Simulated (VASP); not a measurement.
# Ir (Fm-3m) in VASP: a series of runs

The runs below take Ir through single point, with r2SCAN.

Program: VASP 6.6.1. These are calculated values, not measurements. Logs are shortened: lines on timing, memory, paths and dates and some standing lists are left out, and cuts for length are marked.

### 1 The cell of the first run

Symmetry: Fm-3m, No. 225, cubic system. The conventional cell has a = 3.882 Å, b = 3.882 Å, c = 3.882 Å, α = 90.00°, β = 90.00°, γ = 90.00°. Within 3.6 Å of Ir (site symmetry m-3m) lie 12 Ir at 2.75 Å.

### 2 Single point, r2SCAN (volume scaled by 1.03)

POSCAR reads:

```
Ir
1.0
    0.0000000000      1.9411115100      1.9411115100
    1.9411115100      0.0000000000      1.9411115100
    1.9411115100      1.9411115100      0.0000000000
Ir
1
Direct
    0.0000000000      0.0000000000      0.0000000000
```

INCAR.step1 reads:

```
SYSTEM = Ir
  ALGO = Normal
  EDIFF = 1E-4
  ENCUT = 520
  GGA = PE
  ISMEAR = 0
  LASPH = .TRUE.
  LCHARG = .FALSE.
  LREAL = .FALSE.
  LWAVE = .TRUE.
  NBANDS = 10
  NELM = 100
  PREC = Accurate
  SIGMA = 0.1
```

INCAR.step2 reads:

```
SYSTEM = Ir
  ALGO = Normal
  EDIFF = 1E-6
  ENCUT = 520
  ISIF = 2
  ISMEAR = 0
  ISTART = 1
  LASPH = .TRUE.
  LCHARG = .FALSE.
  LMIXTAU = .TRUE.
  LREAL = .FALSE.
  LWAVE = .FALSE.
  METAGGA = R2SCAN
  NBANDS = 10
  NELM = 100
  PREC = Accurate
  SIGMA = 0.1
```

KPOINTS reads:

```
k-points
0
G
  18 18 18
  0 0 0
```

Potentials or basis: VASP PAW PBE potentials, release 64 (Ir).

Command:

```console
$ cat potpaw_PBE.64/Ir/POTCAR > POTCAR
$ cp INCAR.step1 INCAR
$ mpirun -np 1 vasp_std > vasp.out
$ cp INCAR.step2 INCAR
$ mpirun -np 1 vasp_std > vasp.out
```

OUTCAR:

```text
SYSTEM = Ir
   EDIFF = 1E-6
   ENCUT = 520
   ISIF = 2
   ISMEAR = 0
   ISTART = 1
   LASPH = .TRUE.
   LREAL = .FALSE.
   METAGGA = R2SCAN
   NELM = 100
   PREC = Accurate

 ion  position               nearest neighbor table
   1  0.000  0.000  0.000-

  LATTYP: Found a face centered cubic cell.
 ALAT       =     3.8822230200

  Lattice vectors:

 A1 = (   0.0000000000,   1.9411115100,   1.9411115100)
 A2 = (   1.9411115100,   0.0000000000,   1.9411115100)
 A3 = (   1.9411115100,   1.9411115100,   0.0000000000)

Analysis of symmetry for initial positions (statically):
=====================================================================
 Subroutine PRICEL returns:
 Original cell was already a primitive cell.

 Routine SETGRP: Setting up the symmetry group for a
 face centered cubic supercell.

 Subroutine GETGRP returns: Found 48 space group operations
 (whereof 48 operations were pure point group operations)
 out of a pool of 48 trial point group operations.

The static configuration has the point symmetry O_h .

Analysis of symmetry for dynamics (positions and initial velocities):
=====================================================================
 Subroutine PRICEL returns:
 Original cell was already a primitive cell.

 Routine SETGRP: Setting up the symmetry group for a
 face centered cubic supercell.

 Subroutine GETGRP returns: Found 48 space group operations
 (whereof 48 operations were pure point group operations)
 out of a pool of 48 trial point group operations.

The dynamic configuration has the point symmetry O_h .

 Subroutine INISYM returns: Found 48 space group operations
 (whereof 48 operations are pure point group operations),
 and found     1 'primitive' translations

----------------------------------------------------------------------------------------

                                     Primitive cell

  volume of cell :      14.6279

  direct lattice vectors                    reciprocal lattice vectors
     0.000000000  1.941111510  1.941111510    -0.257584378  0.257584378  0.257584378
     1.941111510  0.000000000  1.941111510     0.257584378 -0.257584378  0.257584378
     1.941111510  1.941111510  0.000000000     0.257584378  0.257584378 -0.257584378

  length of vectors
     2.745146224  2.745146224  2.745146224     0.446149229  0.446149229  0.446149229

  position of ions in fractional coordinates (direct lattice)
     0.000000000  0.000000000  0.000000000

  ion indices of the primitive-cell ions
   primitive index   ion index
                 1           1

----------------------------------------------------------------------------------------

 KPOINTS: k-points

Automatic generation of k-mesh.
 Grid dimensions read from file:
 generate k-points for:   18   18   18

 Generating k-lattice:

  Cartesian coordinates                     Fractional coordinates (reciprocal lattice)
    -0.014310243  0.014310243  0.014310243     0.055555556  0.000000000  0.000000000
     0.014310243 -0.014310243  0.014310243     0.000000000  0.055555556  0.000000000
     0.014310243  0.014310243 -0.014310243     0.000000000  0.000000000  0.055555556

  Length of vectors
     0.024786068  0.024786068  0.024786068

  Shift w.r.t. Gamma in fractional coordinates (k-lattice)
     0.000000000  0.000000000  0.000000000

 Subroutine IBZKPT returns following result:
 ===========================================

 Found    195 irreducible k-points:

 Following reciprocal coordinates:
            Coordinates               Weight
  0.000000  0.000000  0.000000      1.000000
  0.055556  0.000000  0.000000      8.000000
  0.111111  0.000000  0.000000      8.000000
  0.166667  0.000000  0.000000      8.000000
  0.222222  0.000000  0.000000      8.000000
  0.277778  0.000000  0.000000      8.000000
[... 16 lines left out ...]
 -0.277778  0.055556  0.000000     24.000000
 -0.222222  0.055556  0.000000     24.000000
 [... further k-points ...]
   k-points           NKPTS =    195   k-points in BZ     NKDIM =    195   number of bands    NBANDS=     10
   number of dos      NEDOS =    301   number of ions     NIONS =      1
   total plane-waves  NPLWV =   8000
   dimension x,y,z NGX =    20 NGY =   20 NGZ =   20
   dimension x,y,z NGXF=    40 NGYF=   40 NGZF=   40
   ions per type =               1
   NGX,Y,Z   is equivalent  to a cutoff of  12.11, 12.11, 12.11 a.u.
   NGXF,Y,Z  is equivalent  to a cutoff of  24.22, 24.22, 24.22 a.u.
 SYSTEM =  Ir
   PREC   = accura    normal or accurate (medium, high low for compatibility)
   ISTART =      1    job   : 0-new  1-cont  2-samecut
   ICHARG =      0    charge: 1-file 2-atom 10-const
   ISPIN  =      1    spin polarized calculation?
   LNONCOLLINEAR =      F non collinear calculations
   LSORBIT =      F    spin-orbit coupling
   LASPH  =      T    aspherical Exc in radial PAW
   ENCUT  =  520.0 eV  38.22 Ry    6.18 a.u.   5.10  5.10  5.10*2*pi/ulx,y,z
   NELM   =    100;   NELMIN=  2; NELMDL=  0     # of ELM steps
   EDIFF  = 0.1E-05   stopping-criterion for ELM
   LREAL  =      F    real-space projection
   EDIFFG = 0.1E-04   stopping-criterion for IOM
   NSW    =      0    number of steps for IOM
   IBRION =     -1    ionic relax: 0-MD 1-quasi-New 2-CG
   NFREE  =      0    steps in history (QN), initial steepest desc. (CG)
   ISIF   =      2    stress and relaxation
   ISYM   =      2    0-nonsym 1-usesym 2-fastsym
   POTIM  = 0.5000    time-step for ionic-motion
   TEBEG  =    0.0;   TEEND  =   0.0 temperature during run
   PSTRESS=    0.0 pullay stress
   NELECT =       9.0000    total number of electrons
   NUPDOWN=      -1.0000    fix difference up-down
   EMIN   =  10.00;   EMAX   =-10.00  energy-range for DOS
   EFERMI =   0.00;   METHOD = LEGACY
   ISMEAR =     0;   SIGMA  =   0.10  broadening in eV -4-tet -1-fermi 0-gaus
   EFERMI_NEDOS =   21; number of points for ismear=-14 and -15
   IALGO  =     38    algorithm
   IMIX   =      4    mixing-type and parameters
     AMIX     =   0.40;   BMIX     =  1.00
     AMIX_MAG =   1.60;   BMIX_MAG =  1.00
  volume/ion in A,a.u.               =      14.63        98.71
  Fermi-wavevector in a.u.,A,eV,Ry     =   1.392393  2.631241 26.378410  1.938758
  Thomas-Fermi vector in A             =   2.516140
   LORBIT       =      0    0 simple, 1 ext, 2 COOP (PROOUT), +10 PAW based schemes
   METAGGA = R2SCAN    functional components
   LHFCALC =     F    Hartree Fock is set to
   AEXX    =    0.0000 exact exchange contribution
   IVDW    =     0    specifies the selected vdW correction
   LEPSILON=     F    determine dielectric tensor
   LRPA    =     F    only Hartree local field effects (RPA)
 non-spin polarized calculation
 Gauss-broadening in eV      SIGMA  =   0.10
  energy-cutoff  :      520.00
  volume of cell :       14.63
 maximum number of plane-waves:       411
   NGX = 11   NGY = 11   NGZ = 11

 number of electron       9.0000000 magnetization

 Free energy of the ion-electron system (eV)
  ---------------------------------------------------
  ext. energy  EPLUGINS =         0.00000000
  ---------------------------------------------------
  free energy    TOTEN  =       -52.36173558 eV

  energy without entropy =      -52.35643083  energy(sigma->0) =      -52.35908321

 E-fermi :   9.6440     XC(G=0): -15.0971

 val. band max:        9.6312983762   @ k =   0.3333   0.1111   0.0556
 cond. band min:       9.6495069845   @ k =   0.5000   0.2222   0.1111
 fundamental gap:      0.0182086083
 Fermi energy:         9.6440028377

 k-point     1 :       0.0000    0.0000    0.0000
  band No.  band energies     occupation
      1      -1.5569      2.00000
      2       5.8053      2.00000
      3       5.8053      2.00000
      4       5.8053      2.00000
      5       8.3708      2.00000
      6       8.3708      2.00000
      7      24.7726      0.00000
      8      30.4307      0.00000
      9      30.4307      0.00000
     10      30.4307      0.00000

 k-point     2 :       0.0556    0.0000    0.0000
  band No.  band energies     occupation
      1      -1.4181      2.00000
      2       5.7319      2.00000
      3       5.8651      2.00000
      4       5.8651      2.00000
      5       8.3336      2.00000
      6       8.3336      2.00000
      7      25.0059      0.00000
      8      29.6991      0.00000
      9      30.6510      0.00000
     10      30.6510      0.00000

 k-point     3 :       0.1111    0.0000    0.0000
  band No.  band energies     occupation
      1      -1.0154      2.00000
      2       5.5431      2.00000
      3       6.0208      2.00000
      4       6.0208      2.00000
      5       8.2538      2.00000
      6       8.2538      2.00000
      7      25.6446      0.00000
      8      28.2147      0.00000
      9      31.2899      0.00000
     10      31.2899      0.00000

 k-point     4 :       0.1667    0.0000    0.0000
  band No.  band energies     occupation
      1      -0.3968      2.00000
      2       5.3281      2.00000
      3       6.1918      2.00000
      4       6.1918      2.00000
      5       8.2307      2.00000
      6       8.2307      2.00000
      7      26.4231      0.00000
      8      26.6391      0.00000
      9      32.2809      0.00000
     10      32.2809      0.00000

 k-point     5 :       0.2222    0.0000    0.0000
  band No.  band energies     occupation
      1       0.3341      2.00000
      2       5.2324      2.00000
      3       6.2538      2.00000
      4       6.2538      2.00000
      5       8.4052      2.00000
      6       8.4052      2.00000
      7      24.9093      0.00000
      8      27.0466      0.00000
      9      33.4785      0.00000
     10      33.4785      0.00000

 k-point     6 :       0.2778    0.0000    0.0000
  band No.  band energies     occupation
      1       0.9928      2.00000
      2       5.4611      2.00000
      3       6.1608      2.00000
      4       6.1608      2.00000
      5       8.8223      2.00000
      6       8.8223      2.00000
      7      23.1567      0.00000
      8      26.7487      0.00000
      9      34.1294      0.00000
     10      34.1294      0.00000
[... 183 lines left out ...]
 k-point    21 :      -0.3889    0.0556    0.0000
  band No.  band energies     occupation
      1       1.6665      2.00000
      2       5.6966      2.00000
      3       5.8470      2.00000
      4       7.3848      2.00000
      5       9.8395      0.00570
      6      10.6878      0.00000
      7      18.6698      0.00000
      8      25.0645      0.00000
      9      30.0797      0.00000
     10      31.4806      0.00000

 k-point    22 :      -0.3333    0.0556    0.0000
  band No.  band energies     occupation
      1       1.5847      2.00000
      2       5.8639      2.00000
      3       5.9987      2.00000
      4       6.3182      2.00000
      5       9.2385      2.00000
      6      10.1217      0.00000
      7      20.6230      0.00000
      8      25.7474      0.00000
      9      30.9343      0.00000
     10      33.0843      0.00000

 k-point    23 :      -0.2778    0.0556    0.0000
  band No.  band energies     occupation
      1       1.2827      2.00000
      2       5.4769      2.00000
      3       6.0836      2.00000
      4       6.1858      2.00000
      5       8.6184      2.00000
      6       9.5124      1.93731
      7      22.6176      0.00000
      8      26.6268      0.00000
      9      31.9482      0.00000
     10      34.3462      0.00000

 k-point    24 :      -0.2222    0.0556    0.0000
  band No.  band energies     occupation
      1       0.6907      2.00000
      2       5.1369      2.00000
      3       6.2379      2.00000
      4       6.3301      2.00000
      5       8.1254      2.00000
      6       8.9681      2.00000
      7      24.4427      0.00000
      8      27.2042      0.00000
      9      32.3292      0.00000
     10      33.7437      0.00000

 [... further k-points ...]

------------------------ aborting loop because EDIFF is reached ----------------------------------------

  FORCE on cell =-STRESS in cart. coord.  units (eV):
  Direction    XX          YY          ZZ          XY          YZ          ZX
  --------------------------------------------------------------------------------------
  -------------------------------------------------------------------------------------
  Total       -0.7508416     -0.7508416     -0.7508416     -0.0000000     -0.0000000      0.0000000
  in kB      -82.2389282    -82.2389282    -82.2389282     -0.0000000     -0.0000000      0.0000000
  external PRESSURE =     -82.2389282 kB  Pullay stress =       0.0000000 kB

 VOLUME and BASIS-vectors are now :
 -----------------------------------------------------------------------------
  energy-cutoff  :      520.00
  volume of cell :       14.63
      direct lattice vectors                 reciprocal lattice vectors
     0.000000000  1.941111510  1.941111510    -0.257584378  0.257584378  0.257584378
     1.941111510  0.000000000  1.941111510     0.257584378 -0.257584378  0.257584378
     1.941111510  1.941111510  0.000000000     0.257584378  0.257584378 -0.257584378

 POSITION                                       TOTAL-FORCE (eV/Angst)
 -----------------------------------------------------------------------------------
      0.00000      0.00000      0.00000         0.000000     -0.000000     -0.000000
 -----------------------------------------------------------------------------------
    total drift:                                0.000000      0.000000      0.000000

  FREE ENERGIE OF THE ION-ELECTRON SYSTEM (eV)
  ---------------------------------------------------
  free  energy   TOTEN  =       -52.3617355832 eV

  energy  without entropy=      -52.3564308297  energy(sigma->0) =      -52.35908321
```

Run time: 72 s. Hardware: 1 thread of Intel Xeon Platinum 8259CL at 2.50GHz (Skylake/Cascade Lake), shared host; peak memory 0.15 GiB.

Results:

```
Free energy : -52.3617 eV
Pressure    : -8.2 GPa
```

Caveat: the PAW data sets were made with another functional, which shifts forces and pressure a little; spin-orbit coupling is left out, which moves the levels of the heavy elements.

### 3 Single point, r2SCAN (volume scaled by 1.06)

POSCAR reads:

```
Ir
1.0
    0.0000000000      1.9597771888      1.9597771888
    1.9597771888      0.0000000000      1.9597771888
    1.9597771888      1.9597771888      0.0000000000
Ir
1
Direct
    0.0000000000      0.0000000000      0.0000000000
```

INCAR.step1 reads:

```
PREC = Accurate ; ENCUT = 520
ISMEAR = 0 ; SIGMA = 0.1
LREAL = F ; LASPH = T
NELM = 80 ; NBANDS = 10
GGA = PE ; ALGO = Normal
EDIFF = 1E-4 ; LWAVE = T
LCHARG = F
```

INCAR.step2 reads:

```
PREC = Accurate ; ENCUT = 520
EDIFF = 1E-7 ; ISMEAR = 0
SIGMA = 0.1 ; LREAL = F
LASPH = T ; NELM = 80
ALGO = Normal ; ISIF = 2
LWAVE = F ; LCHARG = F
METAGGA = R2SCAN ; LMIXTAU = T
NBANDS = 10 ; ISTART = 1
```

KPOINTS reads:

```
regular mesh
0
Gamma
  18 18 18
```

Potentials or basis: VASP PAW PBE potentials, release 64 (Ir).

Command:

```console
$ cat potpaw_PBE.64/Ir/POTCAR > POTCAR
$ cp INCAR.step1 INCAR
$ mpirun -np 1 vasp_std > vasp.out
$ cp INCAR.step2 INCAR
$ mpirun -np 1 vasp_std > vasp.out
```

Run time: 83 s. Hardware: 1 thread of Intel Xeon Platinum 8259CL at 2.50GHz (Skylake/Cascade Lake), shared host; peak memory 0.17 GiB.

It converged, with:

| Item | Value |
| --- | --- |
| Free energy | -52.3278 eV |
| Pressure | -17.1 GPa |

Levels at points of the mesh, in eV from the Fermi level:
| k point | band 1 | band 2 | band 3 | band 4 | band 5 | band 6 | band 7 | band 8 | band 9 |
| --- | --- | --- | --- | --- | --- | --- | --- | --- | --- |
| (0.00, 0.00, 0.00) | -10.88 | -3.67 | -3.67 | -3.67 | -1.22 | -1.22 | 15.18 | 20.67 | 20.67 |
| (0.50, 0.00, 0.00) | -7.79 | -3.80 | -3.80 | -0.56 | 0.79 | 0.79 | 6.99 | 14.81 | 20.22 |
| (0.50, 0.50, 0.00) | -7.52 | -6.98 | 0.70 | 1.37 | 1.37 | 1.76 | 10.19 | 11.99 | 11.99 |

Caveat: the PAW data sets were made with another functional, which shifts forces and pressure a little; spin-orbit coupling is left out, which moves the levels of the heavy elements.

(Part 1 of 2 ends here.)
